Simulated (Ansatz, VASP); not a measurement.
Two plane-wave programs on Na

```
Na
1.0
     0.00000    2.61313    2.61313
     2.61313    0.00000    2.61313
     2.61313    2.61313    0.00000
Na
1
Direct
  0.00000 0.00000 0.00000
```

Alike in both runs: task relaxation of cell and atoms; functional r2SCAN; k mesh 14 × 14 × 14; occupations gaussian, width 0.1 eV; no spin polarisation.

|  | VASP | Ansatz |
| --- | --- | --- |
| version | VASP 6.6.1 | Ansatz 0.2.0 |
| potentials or method | VASP PAW PBE potentials, release 64 (Na_pv), cutoff 600 eV | scalar-relativistic, plane waves, PAW |
| valence electrons in the cell | 7 | 9 |

```csv
,VASP,Ansatz,Ansatz less VASP
"gap on the k mesh at the Fermi level, each at its own relaxed structure (eV)",none,none,-
relaxed volume (Å³/atom),37.26,37.58,+0.326
relaxed length of the cell vector where the two differ most in proportion (Å),3.749,3.760,+0.0109
```

VASP's potentials were made for PBE, not for r2SCAN. A gap of «none» marks a metal or a gap that the smearing closes. VASP's potentials hold 7 valence electrons a cell and Ansatz's 9, so a difference there can come from the potentials and not from the codes.
